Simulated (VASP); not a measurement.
# MgO (P6_3/mmc) in VASP: a series of runs

Runs on MgO. Level: PBE. Tasks: single point.

Program: VASP 6.6.1. These are calculated values, not measurements. Logs are shortened: lines on timing, memory, paths and dates and some standing lists are left out, and cuts for length are marked.

## Step 1: The cell of the first run

It takes space group P6_3/mmc (No. 194, hexagonal). The conventional cell has a = 3.697 Å, b = 3.697 Å, c = 4.112 Å, α = 90.00°, β = 90.00°, γ = 120.00°. Mg (site symmetry -6m2) has 5 O at 2.06 to 2.13 Å within 2.7 Å. O (site symmetry -6m2) has 5 Mg at 2.06 to 2.13 Å within 2.7 Å.

## Step 2: Single point, PBE

INCAR

```
SYSTEM = MgO
PREC = Accurate
ENCUT = 520
EDIFF = 1E-7
ISMEAR = 0
SIGMA = 0.05
LREAL = .False.
LASPH = .True.
NELM = 60
ALGO = Normal
ISIF = 2
LWAVE = .False.
LCHARG = .False.
GGA = PE
NBANDS = 16
```

KPOINTS

```
Automatic mesh
0
Gamma
  9 9 6
  0 0 0
```

POSCAR

```
MgO
1.0
    3.6974000000      0.0000000000      0.0000000000
   -1.8487000000      3.2020423279      0.0000000000
    0.0000000000      0.0000000000      4.1122000000
Mg O
2 2
Direct
    0.6666666667      0.3333333333      0.7500000000
    0.3333333333      0.6666666667      0.2500000000
    0.6666666667      0.3333333333      0.2500000000
    0.3333333333      0.6666666667      0.7500000000
```

Potentials or basis: VASP PAW PBE potentials, release 64 (Mg, O).

Command:

```console
cat potpaw_PBE.64/Mg/POTCAR potpaw_PBE.64/O/POTCAR > POTCAR
mpirun -np 1 vasp_std > vasp.out
```

OUTCAR:

```text
SYSTEM = MgO
   PREC = Accurate
   ENCUT = 520
   EDIFF = 1E-7
   ISMEAR = 0
   LREAL = .False.
   LASPH = .True.
   NELM = 60
   ISIF = 2
   GGA = PE

 ion  position               nearest neighbor table
   1  0.667  0.333  0.750-   3 2.06   3 2.06   4 2.13   4 2.13   4 2.13   2 2.96   2 2.96   2 2.96
                             2 2.96   2 2.96   2 2.96
   2  0.333  0.667  0.250-   4 2.06   4 2.06   3 2.13   3 2.13   3 2.13   1 2.96   1 2.96   1 2.96
                             1 2.96   1 2.96   1 2.96
   3  0.667  0.333  0.250-   1 2.06   1 2.06   2 2.13   2 2.13   2 2.13
   4  0.333  0.667  0.750-   2 2.06   2 2.06   1 2.13   1 2.13   1 2.13

  LATTYP: Found a hexagonal cell.
 ALAT       =     3.6974000000
 C/A-ratio  =     1.1121869422

  Lattice vectors:

 A1 = (   3.6974000000,   0.0000000000,   0.0000000000)
 A2 = (  -1.8487000000,   3.2020423279,   0.0000000000)
 A3 = (   0.0000000000,   0.0000000000,   4.1122000000)

Analysis of symmetry for initial positions (statically):
=====================================================================
 Subroutine PRICEL returns:
 Original cell was already a primitive cell.

 Routine SETGRP: Setting up the symmetry group for a
 hexagonal supercell.

 Subroutine GETGRP returns: Found 24 space group operations
 (whereof 12 operations were pure point group operations)
 out of a pool of 24 trial point group operations.

The static configuration has the point symmetry D_3d.
 The point group associated with its full space group is D_6h.

Analysis of symmetry for dynamics (positions and initial velocities):
=====================================================================
 Subroutine PRICEL returns:
 Original cell was already a primitive cell.

 Routine SETGRP: Setting up the symmetry group for a
 hexagonal supercell.

 Subroutine GETGRP returns: Found 24 space group operations
 (whereof 12 operations were pure point group operations)
 out of a pool of 24 trial point group operations.

The dynamic configuration has the point symmetry D_3d.
 The point group associated with its full space group is D_6h.

 Subroutine INISYM returns: Found 24 space group operations
 (whereof 12 operations are pure point group operations),
 and found     1 'primitive' translations

----------------------------------------------------------------------------------------

                                     Primitive cell

  volume of cell :      48.6853

  direct lattice vectors                    reciprocal lattice vectors
     3.697400000  0.000000000  0.000000000     0.270460323  0.156150341  0.000000000
    -1.848700000  3.202042328  0.000000000     0.000000000  0.312300681  0.000000000
     0.000000000  0.000000000  4.112200000     0.000000000  0.000000000  0.243178834

  length of vectors
     3.697400000  3.697400000  4.112200000     0.312300681  0.312300681  0.243178834

  position of ions in fractional coordinates (direct lattice)
     0.666666667  0.333333333  0.750000000
     0.333333333  0.666666667  0.250000000
     0.666666667  0.333333333  0.250000000
     0.333333333  0.666666667  0.750000000

  ion indices of the primitive-cell ions
   primitive index   ion index
                 1           1
                 2           2
                 3           3
                 4           4

----------------------------------------------------------------------------------------

 KPOINTS: Automatic mesh

Automatic generation of k-mesh.
 Grid dimensions read from file:
 generate k-points for:    9    9    6

 Generating k-lattice:

  Cartesian coordinates                     Fractional coordinates (reciprocal lattice)
     0.030051147  0.017350038  0.000000000     0.111111111  0.000000000  0.000000000
     0.000000000  0.034700076  0.000000000     0.000000000  0.111111111  0.000000000
     0.000000000  0.000000000  0.040529806     0.000000000  0.000000000  0.166666667

  Length of vectors
     0.034700076  0.034700076  0.040529806

  Shift w.r.t. Gamma in fractional coordinates (k-lattice)
     0.000000000  0.000000000  0.000000000

 Subroutine IBZKPT returns following result:
 ===========================================

 Found     48 irreducible k-points:

 Following reciprocal coordinates:
            Coordinates               Weight
  0.000000  0.000000  0.000000      1.000000
  0.111111 -0.000000  0.000000      6.000000
  0.222222 -0.000000  0.000000      6.000000
  0.333333  0.000000  0.000000      6.000000
  0.444444 -0.000000  0.000000      6.000000
  0.111111  0.111111  0.000000      6.000000
[... 16 lines left out ...]
  0.333333  0.222222  0.166667     24.000000
  0.333333  0.333333  0.166667      4.000000
 [... further k-points ...]
   k-points           NKPTS =     48   k-points in BZ     NKDIM =     48   number of bands    NBANDS=     16
   number of dos      NEDOS =    301   number of ions     NIONS =      4
   total plane-waves  NPLWV =  25088
   dimension x,y,z NGX =    28 NGY =   28 NGZ =   32
   dimension x,y,z NGXF=    56 NGYF=   56 NGZF=   64
   ions per type =               2   2
   NGX,Y,Z   is equivalent  to a cutoff of  12.59, 12.59, 12.94 a.u.
   NGXF,Y,Z  is equivalent  to a cutoff of  25.18, 25.18, 25.87 a.u.
 SYSTEM =  MgO
   PREC   = accura    normal or accurate (medium, high low for compatibility)
   ISTART =      0    job   : 0-new  1-cont  2-samecut
   ICHARG =      2    charge: 1-file 2-atom 10-const
   ISPIN  =      1    spin polarized calculation?
   LNONCOLLINEAR =      F non collinear calculations
   LSORBIT =      F    spin-orbit coupling
   LASPH  =      T    aspherical Exc in radial PAW
   ENCUT  =  520.0 eV  38.22 Ry    6.18 a.u.   6.87  6.87  7.65*2*pi/ulx,y,z
   NELM   =     60;   NELMIN=  2; NELMDL= -5     # of ELM steps
   EDIFF  = 0.1E-06   stopping-criterion for ELM
   LREAL  =      F    real-space projection
   EDIFFG = 0.1E-05   stopping-criterion for IOM
   NSW    =      0    number of steps for IOM
   IBRION =     -1    ionic relax: 0-MD 1-quasi-New 2-CG
   NFREE  =      0    steps in history (QN), initial steepest desc. (CG)
   ISIF   =      2    stress and relaxation
   ISYM   =      2    0-nonsym 1-usesym 2-fastsym
   POTIM  = 0.5000    time-step for ionic-motion
   TEBEG  =    0.0;   TEEND  =   0.0 temperature during run
   PSTRESS=    0.0 pullay stress
   NELECT =      16.0000    total number of electrons
   NUPDOWN=      -1.0000    fix difference up-down
   EMIN   =  10.00;   EMAX   =-10.00  energy-range for DOS
   EFERMI =   0.00;   METHOD = LEGACY
   ISMEAR =     0;   SIGMA  =   0.05  broadening in eV -4-tet -1-fermi 0-gaus
   EFERMI_NEDOS =   21; number of points for ismear=-14 and -15
   IALGO  =     38    algorithm
   IMIX   =      4    mixing-type and parameters
     AMIX     =   0.40;   BMIX     =  1.00
     AMIX_MAG =   1.60;   BMIX_MAG =  1.00
  volume/ion in A,a.u.               =      12.17        82.14
  Fermi-wavevector in a.u.,A,eV,Ry     =   1.129750  2.134917 17.365585  1.276334
  Thomas-Fermi vector in A             =   2.266444
   LORBIT       =      0    0 simple, 1 ext, 2 COOP (PROOUT), +10 PAW based schemes
   GGA     = PE    functional components
   LHFCALC =     F    Hartree Fock is set to
   AEXX    =    0.0000 exact exchange contribution
   IVDW    =     0    specifies the selected vdW correction
   LEPSILON=     F    determine dielectric tensor
   LRPA    =     F    only Hartree local field effects (RPA)
 non-spin polarized calculation
 Gauss-broadening in eV      SIGMA  =   0.05
  energy-cutoff  :      520.00
  volume of cell :       48.69
 maximum number of plane-waves:      1326
 NGX is ok and might be reduce to    28
   NGX = 13   NGY = 13   NGZ = 15

 number of electron      16.0000010 magnetization

 Free energy of the ion-electron system (eV)
  ---------------------------------------------------
  ext. energy  EPLUGINS =         0.00000000
  ---------------------------------------------------
  free energy    TOTEN  =       -23.52743622 eV

  energy without entropy =      -23.52743622  energy(sigma->0) =      -23.52743622

 E-fermi :   1.5153     XC(G=0):  -9.6039

 val. band max:        1.2096937557   @ k =   0.0000   0.0000   0.0000
 cond. band min:       4.2840188760   @ k =   0.0000   0.0000   0.0000
 fundamental gap:      3.0743251203
 Fermi energy:         1.5153082274

 k-point     1 :       0.0000    0.0000    0.0000
  band No.  band energies     occupation
      1     -15.1938      2.00000
      2     -13.9474      2.00000
      3      -1.8188      2.00000
      4      -0.3116      2.00000
      5      -0.3116      2.00000
      6       0.7444      2.00000
[... 8 lines left out ...]
     15      15.7814      0.00000
     16      16.2652      0.00000

 k-point     2 :       0.1111   -0.0000    0.0000
  band No.  band energies     occupation
      1     -15.1463      2.00000
      2     -13.9646      2.00000
      3      -1.7397      2.00000
      4      -0.4610      2.00000
      5      -0.4018      2.00000
      6       0.4669      2.00000
[... 8 lines left out ...]
     15      15.7837      0.00000
     16      15.8845      0.00000

 k-point     3 :       0.2222   -0.0000    0.0000
  band No.  band energies     occupation
      1     -15.0147      2.00000
      2     -14.0190      2.00000
      3      -1.5136      2.00000
      4      -0.9146      2.00000
      5      -0.5936      2.00000
      6       0.0840      2.00000
[... 8 lines left out ...]
     15      14.9946      0.00000
     16      15.5869      0.00000

 k-point     4 :       0.3333    0.0000    0.0000
  band No.  band energies     occupation
      1     -14.8327      2.00000
      2     -14.1123      2.00000
      3      -1.4405      2.00000
      4      -1.1799      2.00000
      5      -0.7741      2.00000
      6      -0.1311      2.00000
[... 8 lines left out ...]
     15      14.3837      0.00000
     16      15.6500      0.00000

 k-point     5 :       0.4444   -0.0000    0.0000
  band No.  band energies     occupation
      1     -14.6687      2.00000
      2     -14.2178      2.00000
      3      -1.7582      2.00000
      4      -0.8784      2.00000
      5      -0.8510      2.00000
      6      -0.2280      2.00000
[... 8 lines left out ...]
     15      14.5927      0.00000
     16      15.7691      0.00000

 k-point     6 :       0.1111    0.1111    0.0000
  band No.  band energies     occupation
      1     -15.0566      2.00000
      2     -14.0005      2.00000
      3      -1.5869      2.00000
      4      -0.7186      2.00000
      5      -0.6120      2.00000
      6       0.2074      2.00000
[... 8 lines left out ...]
     15      15.3741      0.00000
     16      15.4725      0.00000
[... 267 lines left out ...]
 k-point    21 :       0.4444    0.1111    0.1667
  band No.  band energies     occupation
      1     -14.5698      2.00000
      2     -14.2626      2.00000
      3      -1.9800      2.00000
      4      -1.0135      2.00000
      5      -0.9926      2.00000
      6      -0.2339      2.00000
[... 8 lines left out ...]
     15      15.3297      0.00000
     16      15.6655      0.00000

 k-point    22 :       0.2222    0.2222    0.1667
  band No.  band energies     occupation
      1     -14.6801      2.00000
      2     -14.1906      2.00000
      3      -1.5792      2.00000
      4      -1.5664      2.00000
      5      -0.6359      2.00000
      6      -0.1930      2.00000
[... 8 lines left out ...]
     15      15.4954      0.00000
     16      16.1160      0.00000

 k-point    23 :       0.3333    0.2222    0.1667
  band No.  band energies     occupation
      1     -14.5329      2.00000
      2     -14.2881      2.00000
      3      -1.8288      2.00000
      4      -1.3504      2.00000
      5      -0.9717      2.00000
      6       0.0191      2.00000
[... 8 lines left out ...]
     15      15.4278      0.00000
     16      16.2176      0.00000

 k-point    24 :       0.3333    0.3333    0.1667
  band No.  band energies     occupation
      1     -14.4019      2.00000
      2     -14.4019      2.00000
      3      -1.8134      2.00000
      4      -1.2393      2.00000
      5      -1.2393      2.00000
      6       0.3292      2.00000
[... 8 lines left out ...]
     15      15.3925      0.00000
     16      16.7986      0.00000

 [... further k-points ...]
[... 5 lines left out ...]
  --------------------------------------------------------------------------------------
  -------------------------------------------------------------------------------------
  Total       -2.8001014     -2.8001014     -0.0268619      0.0000000      0.0000000      0.0000000
  in kB      -92.1481485    -92.1481485     -0.8839934      0.0000000      0.0000000      0.0000000
  external PRESSURE =     -61.7267635 kB  Pullay stress =       0.0000000 kB

 VOLUME and BASIS-vectors are now :
 -----------------------------------------------------------------------------
  energy-cutoff  :      520.00
  volume of cell :       48.69
      direct lattice vectors                 reciprocal lattice vectors
     3.697400000  0.000000000  0.000000000     0.270460323  0.156150341  0.000000000
    -1.848700000  3.202042328  0.000000000     0.000000000  0.312300681  0.000000000
     0.000000000  0.000000000  4.112200000     0.000000000  0.000000000  0.243178834

 POSITION                                       TOTAL-FORCE (eV/Angst)
 -----------------------------------------------------------------------------------
      1.84870      1.06735      3.08415        -0.000000     -0.000000      0.000000
     -0.00000      2.13469      1.02805         0.000000      0.000000      0.000000
      1.84870      1.06735      1.02805         0.000000      0.000000      0.000000
     -0.00000      2.13469      3.08415        -0.000000     -0.000000      0.000000
 -----------------------------------------------------------------------------------
    total drift:                                0.000000     -0.000000      0.000000

  FREE ENERGIE OF THE ION-ELECTRON SYSTEM (eV)
  ---------------------------------------------------
  free  energy   TOTEN  =       -23.5274362188 eV

  energy  without entropy=      -23.5274362188  energy(sigma->0) =      -23.52743622
```

It took 14 s on 1 thread of Intel Xeon 6975P-C (Granite Rapids), shared host; peak memory 0.17 GiB.

Results:

```yaml
Free_energy: -23.5274 eV
Pressure: -6.2 GPa
Band_gap_on_the_k_mesh: 3.07 eV, direct
```

Stress tensor (GPa, compression positive):
```
-9.21  0.00  0.00
 0.00 -9.21  0.00
 0.00  0.00 -0.09
```

Levels at points of the mesh, in eV from the valence-band top:
```tsv
k point	band 5	band 6	band 7	band 8	band 9	band 10	band 11	band 12
(0.00, 0.00, 0.00)	-1.52	-0.47	-0.47	0.00	3.07	9.12	11.58	11.58
(0.00, 0.00, 0.50)	-1.01	-1.01	-1.01	-1.01	6.15	6.15	11.93	11.93
```

(Part 1 of 2 ends here.)
